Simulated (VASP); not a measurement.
# MnO (R-3m) in VASP: further runs

MnO is run at these levels: PBE; tasks: single point.

Everything below comes from runs of VASP 6.6.1. Logs are shortened: lines on timing, memory, paths and dates and some standing lists are left out, and cuts for length are marked.

## Step 1: The cell of the first run

Symmetry: R-3m, No. 166, trigonal system. The conventional cell has a = 3.109 Å, b = 3.109 Å, c = 6.162 Å, α = 90.00°, β = 90.00°, γ = 120.00°. Within 2.8 Å of Mn (site symmetry -3m) lie 6 O at 2.07 Å and 6 Mn at 2.73 Å. Within 2.8 Å of O (site symmetry -3m) lie 6 Mn at 2.07 Å and 6 O at 2.73 Å.

## Step 2: Single point, PBE (8.59 Å³/atom)

Input file INCAR:

```
PREC     = Accurate       # precision mode
ENCUT    = 700            # plane-wave cutoff, eV
EDIFF    = 1E-6           # SCF threshold, eV
ISMEAR   = 0              # smearing method
SIGMA    = 0.05           # smearing width, eV
LREAL    = F              # projectors in reciprocal space
LASPH    = T              # aspherical terms in the spheres
NELM     = 120            # most SCF steps
ALGO     = Normal         # electronic algorithm
ISIF     = 2              # what is computed and relaxed
LWAVE    = F              # write WAVECAR
LCHARG   = F              # write CHGCAR
GGA      = PE             # functional
NBANDS   = 18             # bands
GGA_COMPAT= F
```

Input file KPOINTS:

```
Automatic mesh
0
Gamma
  14 14 14
```

Input file POSCAR:

```
MnO
1.0
    1.5543256950      0.8973903598      2.0540009538
   -1.5543256950      0.8973903598      2.0540009538
    0.0000000000     -1.7947807155      2.0540009556
Mn O
1 1
Direct
    1.0000000000      0.0000000000      0.0000000000
    0.5000000000      0.5000000000      0.5000000000
```

Potentials or basis: VASP PAW PBE potentials, release 64 (Mn_sv, O).

Command:

```console
> cat potpaw_PBE.64/Mn_sv/POTCAR potpaw_PBE.64/O/POTCAR > POTCAR
> mpirun -np 1 vasp_std > vasp.out
```

OUTCAR:

```text
PREC = Accurate
   ENCUT = 700
   EDIFF = 1E-6
   ISMEAR = 0
   LREAL = F
   LASPH = T
   NELM = 120
   ISIF = 2
   GGA = PE

 ion  position               nearest neighbor table
   1  0.000  0.000  0.000-   2 2.07   2 2.07   2 2.07   2 2.07   2 2.07   2 2.07
   2  0.500  0.500  0.500-   1 2.07   1 2.07   1 2.07   1 2.07   1 2.07   1 2.07

  LATTYP: Found a trigonal (rhomboedric) cell.
 ALAT       =     2.7276652548
 COS(alpha) =     0.3505706600

  Lattice vectors:

 A1 = (   1.5543256950,   0.8973903598,   2.0540009538)
 A2 = (  -1.5543256950,   0.8973903598,   2.0540009538)
 A3 = (   0.0000000000,  -1.7947807155,   2.0540009556)

Analysis of symmetry for initial positions (statically):
=====================================================================
 Subroutine PRICEL returns:
 Original cell was already a primitive cell.

 Routine SETGRP: Setting up the symmetry group for a
 trigonal (rhombohedral) supercell.

 Subroutine GETGRP returns: Found 12 space group operations
 (whereof 12 operations were pure point group operations)
 out of a pool of 12 trial point group operations.

The static configuration has the point symmetry D_3d.

Analysis of symmetry for dynamics (positions and initial velocities):
=====================================================================
 Subroutine PRICEL returns:
 Original cell was already a primitive cell.

 Routine SETGRP: Setting up the symmetry group for a
 trigonal (rhombohedral) supercell.

 Subroutine GETGRP returns: Found 12 space group operations
 (whereof 12 operations were pure point group operations)
 out of a pool of 12 trial point group operations.

The dynamic configuration has the point symmetry D_3d.

 Subroutine INISYM returns: Found 12 space group operations
 (whereof 12 operations are pure point group operations),
 and found     1 'primitive' translations

----------------------------------------------------------------------------------------

                                     Primitive cell

  volume of cell :      17.1900

  direct lattice vectors                    reciprocal lattice vectors
     1.554325695  0.897390360  2.054000954     0.321682902  0.185723710  0.162284897
    -1.554325695  0.897390360  2.054000954    -0.321682902  0.185723710  0.162284897
     0.000000000 -1.794780715  2.054000956     0.000000000 -0.371447420  0.162284897

  length of vectors
     2.727665255  2.727665255  2.727665255     0.405351173  0.405351173  0.405351173

  position of ions in fractional coordinates (direct lattice)
     0.000000000  0.000000000  0.000000000
     0.500000000  0.500000000  0.500000000

  ion indices of the primitive-cell ions
   primitive index   ion index
                 1           1
                 2           2

----------------------------------------------------------------------------------------

 KPOINTS: Automatic mesh

Automatic generation of k-mesh.
 Grid dimensions read from file:
 generate k-points for:   14   14   14

 Generating k-lattice:

  Cartesian coordinates                     Fractional coordinates (reciprocal lattice)
     0.022977350  0.013265979  0.011591778     0.071428571  0.000000000 -0.000000000
    -0.022977350  0.013265979  0.011591778     0.000000000  0.071428571 -0.000000000
     0.000000000 -0.026531959  0.011591778     0.000000000  0.000000000  0.071428571

  Length of vectors
     0.028953655  0.028953655  0.028953655

  Shift w.r.t. Gamma in fractional coordinates (k-lattice)
     0.000000000  0.000000000  0.000000000

 Subroutine IBZKPT returns following result:
 ===========================================

 Found    288 irreducible k-points:

 Following reciprocal coordinates:
            Coordinates               Weight
  0.000000  0.000000  0.000000      1.000000
  0.071429  0.000000  0.000000      6.000000
  0.142857 -0.000000  0.000000      6.000000
  0.214286 -0.000000  0.000000      6.000000
  0.285714  0.000000  0.000000      6.000000
  0.357143 -0.000000  0.000000      6.000000
[... 16 lines left out ...]
  0.214286  0.142857  0.000000     12.000000
  0.285714  0.142857  0.000000     12.000000
 [... further k-points ...]
   k-points           NKPTS =    288   k-points in BZ     NKDIM =    288   number of bands    NBANDS=     18
   number of dos      NEDOS =    301   number of ions     NIONS =      2
   total plane-waves  NPLWV =  13824
   dimension x,y,z NGX =    24 NGY =   24 NGZ =   24
   dimension x,y,z NGXF=    48 NGYF=   48 NGZF=   48
   ions per type =               1   1
   NGX,Y,Z   is equivalent  to a cutoff of  14.63, 14.63, 14.63 a.u.
   NGXF,Y,Z  is equivalent  to a cutoff of  29.26, 29.26, 29.26 a.u.
 SYSTEM =  unknown system
   PREC   = accura    normal or accurate (medium, high low for compatibility)
   ISTART =      0    job   : 0-new  1-cont  2-samecut
   ICHARG =      2    charge: 1-file 2-atom 10-const
   ISPIN  =      1    spin polarized calculation?
   LNONCOLLINEAR =      F non collinear calculations
   LSORBIT =      F    spin-orbit coupling
   LASPH  =      T    aspherical Exc in radial PAW
   ENCUT  =  700.0 eV  51.45 Ry    7.17 a.u.   5.88  5.88  5.88*2*pi/ulx,y,z
   NELM   =    120;   NELMIN=  2; NELMDL= -5     # of ELM steps
   EDIFF  = 0.1E-05   stopping-criterion for ELM
   LREAL  =      F    real-space projection
[... 7 lines left out ...]
   TEBEG  =    0.0;   TEEND  =   0.0 temperature during run
   PSTRESS=    0.0 pullay stress
   NELECT =      21.0000    total number of electrons
   NUPDOWN=      -1.0000    fix difference up-down
   EMIN   =  10.00;   EMAX   =-10.00  energy-range for DOS
   EFERMI =   0.00;   METHOD = LEGACY
   ISMEAR =     0;   SIGMA  =   0.05  broadening in eV -4-tet -1-fermi 0-gaus
   EFERMI_NEDOS =   21; number of points for ismear=-14 and -15
   IALGO  =     38    algorithm
   IMIX   =      4    mixing-type and parameters
     AMIX     =   0.40;   BMIX     =  1.00
     AMIX_MAG =   1.60;   BMIX_MAG =  1.00
  volume/ion in A,a.u.               =       8.59        58.00
  Fermi-wavevector in a.u.,A,eV,Ry     =   1.750073  3.307158 41.671317  3.062755
  Thomas-Fermi vector in A             =   2.820863
   LORBIT       =      0    0 simple, 1 ext, 2 COOP (PROOUT), +10 PAW based schemes
   GGA     = PE    functional components
   LHFCALC =     F    Hartree Fock is set to
   AEXX    =    0.0000 exact exchange contribution
   IVDW    =     0    specifies the selected vdW correction
   LEPSILON=     F    determine dielectric tensor
   LRPA    =     F    only Hartree local field effects (RPA)
 non-spin polarized calculation
 Gauss-broadening in eV      SIGMA  =   0.05
  energy-cutoff  :      700.00
  volume of cell :       17.19
 maximum number of plane-waves:       747
   NGX = 11   NGY = 11   NGZ = 11

 number of electron      21.0000007 magnetization

 Free energy of the ion-electron system (eV)
  ---------------------------------------------------
  ext. energy  EPLUGINS =         0.00000000
  ---------------------------------------------------
  free energy    TOTEN  =       -15.08793083 eV

  energy without entropy =      -15.08352394  energy(sigma->0) =      -15.08572738

 E-fermi :  12.4766     XC(G=0): -13.5545

 val. band max:       12.4762273849   @ k =   0.1429   0.0714   0.0714
 cond. band min:      12.4771069739   @ k =  -0.4286   0.2857   0.2857
 fundamental gap:      0.0008795889
 Fermi energy:        12.4766302274

 k-point     1 :       0.0000    0.0000    0.0000
  band No.  band energies     occupation
      1     -67.1469      2.00000
      2     -35.9267      2.00000
      3     -35.9267      2.00000
      4     -35.6726      2.00000
      5      -9.6830      2.00000
      6       7.5665      2.00000
[... 10 lines left out ...]
     17      30.3237      0.00000
     18      36.3899      0.00000

 k-point     2 :       0.0714    0.0000    0.0000
  band No.  band energies     occupation
      1     -67.1457      2.00000
      2     -35.9340      2.00000
      3     -35.9265      2.00000
      4     -35.6766      2.00000
      5      -9.6227      2.00000
      6       7.2031      2.00000
[... 10 lines left out ...]
     17      30.7981      0.00000
     18      35.5896      0.00000

 k-point     3 :       0.1429   -0.0000    0.0000
  band No.  band energies     occupation
      1     -67.1425      2.00000
      2     -35.9550      2.00000
      3     -35.9258      2.00000
      4     -35.6869      2.00000
      5      -9.4496      2.00000
      6       6.3108      2.00000
[... 10 lines left out ...]
     17      31.7059      0.00000
     18      34.7708      0.00000

 k-point     4 :       0.2143   -0.0000    0.0000
  band No.  band energies     occupation
      1     -67.1378      2.00000
      2     -35.9874      2.00000
      3     -35.9248      2.00000
      4     -35.6996      2.00000
      5      -9.1877      2.00000
      6       5.2439      2.00000
[... 10 lines left out ...]
     17      32.6984      0.00000
     18      33.9046      0.00000

 k-point     5 :       0.2857    0.0000    0.0000
  band No.  band energies     occupation
      1     -67.1327      2.00000
      2     -36.0255      2.00000
      3     -35.9237      2.00000
      4     -35.7112      2.00000
      5      -8.8780      2.00000
      6       4.2245      2.00000
[... 10 lines left out ...]
     17      32.7853      0.00000
     18      33.7790      0.00000

 k-point     6 :       0.3571   -0.0000    0.0000
  band No.  band energies     occupation
      1     -67.1280      2.00000
      2     -36.0613      2.00000
      3     -35.9227      2.00000
      4     -35.7199      2.00000
      5      -8.5779      2.00000
      6       3.3870      2.00000
[... 307 lines left out ...]
 k-point    21 :      -0.0714    0.0714    0.0000
  band No.  band energies     occupation
      1     -67.1443      2.00000
      2     -35.9422      2.00000
      3     -35.9294      2.00000
      4     -35.6802      2.00000
      5      -9.5350      2.00000
      6       6.7033      2.00000
[... 10 lines left out ...]
     17      31.4950      0.00000
     18      34.7766      0.00000

 k-point    22 :       0.1429    0.1429    0.0000
  band No.  band energies     occupation
      1     -67.1393      2.00000
      2     -35.9461      2.00000
      3     -35.9427      2.00000
      4     -35.7044      2.00000
      5      -9.3507      2.00000
      6       5.9820      2.00000
[... 10 lines left out ...]
     17      30.8120      0.00000
     18      33.2710      0.00000

 k-point    23 :       0.2143    0.1429    0.0000
  band No.  band energies     occupation
      1     -67.1352      2.00000
      2     -35.9713      2.00000
      3     -35.9406      2.00000
      4     -35.7187      2.00000
      5      -9.1588      2.00000
      6       5.3293      2.00000
[... 10 lines left out ...]
     17      30.3262      0.00000
     18      32.8188      0.00000

 k-point    24 :       0.2857    0.1429    0.0000
  band No.  band energies     occupation
      1     -67.1303      2.00000
      2     -36.0060      2.00000
      3     -35.9382      2.00000
      4     -35.7310      2.00000
      5      -8.9063      2.00000
      6       4.5788      2.00000
[... 10 lines left out ...]
     17      30.6104      0.00000
     18      32.3623      0.00000

 [... further k-points ...]

------------------------ aborting loop because EDIFF is reached ----------------------------------------

  FORCE on cell =-STRESS in cart. coord.  units (eV):
  Direction    XX          YY          ZZ          XY          YZ          ZX
  --------------------------------------------------------------------------------------
  -------------------------------------------------------------------------------------
  Total       -0.6188330     -0.6188330     -0.5985844      0.0000000      0.0000000      0.0000000
  in kB      -57.6778072    -57.6778072    -55.7905546      0.0000000      0.0000000      0.0000000
  external PRESSURE =     -57.0487230 kB  Pullay stress =       0.0000000 kB

 VOLUME and BASIS-vectors are now :
 -----------------------------------------------------------------------------
  energy-cutoff  :      700.00
  volume of cell :       17.19
      direct lattice vectors                 reciprocal lattice vectors
     1.554325695  0.897390360  2.054000954     0.321682902  0.185723710  0.162284897
    -1.554325695  0.897390360  2.054000954    -0.321682902  0.185723710  0.162284897
     0.000000000 -1.794780715  2.054000956     0.000000000 -0.371447420  0.162284897

 POSITION                                       TOTAL-FORCE (eV/Angst)
 -----------------------------------------------------------------------------------
      0.00000      0.00000      0.00000         0.000000     -0.000000     -0.000000
      0.00000      0.00000      3.08100        -0.000000      0.000000      0.000000
 -----------------------------------------------------------------------------------
    total drift:                               -0.000000     -0.000000     -0.000000

  FREE ENERGIE OF THE ION-ELECTRON SYSTEM (eV)
  ---------------------------------------------------
  free  energy   TOTEN  =       -15.0879308305 eV

  energy  without entropy=      -15.0835239391  energy(sigma->0) =      -15.08572738
```

Wall time 53 s (1 thread of Intel Xeon Platinum 8375C at 2.90GHz (Ice Lake), shared host); peak memory 0.24 GiB.

Results:

- Free energy: -15.0879 eV
- Pressure: -5.7 GPa
- Band gap on the k mesh: zero (an odd number of electrons rules out a gap without spin polarisation)

Caveat: the cell stands under tension; an odd number of electrons without spin polarisation forces a metal; a magnetic or distorted state may lie lower; the run has no spin polarisation, though such a crystal can be magnetic; semilocal functionals often make such compounds metallic where correlation or magnetic order opens a gap, which also shifts bond lengths. With open d or f shells a metallic result of PBE can be an artefact of self-interaction; +U or a hybrid may open a gap.

## Step 3: Single point, PBE (8.26 Å³/atom)

This run uses another cell than the first one, of 8.26 Å³/atom.

Input file INCAR:

```
PREC = Accurate
ENCUT = 700
EDIFF = 1E-6
ISMEAR = 0
SIGMA = 0.05
LREAL = F
LASPH = T
NELM = 120
ALGO = Normal
ISIF = 2
LWAVE = F
LCHARG = F
GGA = PE
NBANDS = 18
GGA_COMPAT = F
```

Input file KPOINTS:

```
regular mesh
0
Gamma
  14 14 14
```

Input file POSCAR:

```
MnO
1.0
    1.5390319197      0.8885604945      2.0128682215
   -1.5390319197      0.8885604945      2.0128682215
    0.0000000000     -1.7771209849      2.0128682232
Mn O
1 1
Direct
    1.0000000000      0.0000000000      0.0000000000
    0.5000000000      0.5000000000      0.5000000000
```

Potentials or basis: VASP PAW PBE potentials, release 64 (Mn_sv, O).

Command:

```console
> cat potpaw_PBE.64/Mn_sv/POTCAR potpaw_PBE.64/O/POTCAR > POTCAR
> mpirun -np 1 vasp_std > vasp.out
```

Wall time 3.2 min (1 thread of AMD EPYC 7R43 (Zen 3), shared host); peak memory 0.2 GiB.

The run converged. Its results:

- Free energy: -15.0889 eV
- Pressure: 4.2 GPa
- Band gap on the k mesh: zero (an odd number of electrons rules out a gap without spin polarisation)

Stress tensor (GPa, compression positive):
```
4.22 0.00 0.00
0.00 4.22 0.00
0.00 0.00 4.32
```

Levels at points of the mesh, in eV from the Fermi level:
```
           k point  band 6  band 7  band 8  band 9  band 10  band 11  band 12  band 13  band 14  band 15
(0.00, 0.00, 0.00)   -5.09   -5.09   -4.06   -2.63    -2.63    -1.00    -0.78    -0.78     2.41    16.17
(0.50, 0.00, 0.00)  -10.21   -7.44   -5.99   -1.24    -0.91     0.83     1.96     2.51     5.64    10.54
(0.50, 0.50, 0.00)   -8.58   -6.80   -5.07   -3.69    -0.53    -0.04     0.33     0.59     8.73    10.13
(0.50, 0.50, 0.50)   -9.75   -8.32   -8.32    0.32     0.32     0.50     2.80     2.80     4.37    12.16
```

Caveat: the cell stands under pressure; an odd number of electrons without spin polarisation forces a metal; a magnetic or distorted state may lie lower; the run has no spin polarisation, though such a crystal can be magnetic; semilocal functionals often make such compounds metallic where correlation or magnetic order opens a gap, which also shifts bond lengths.
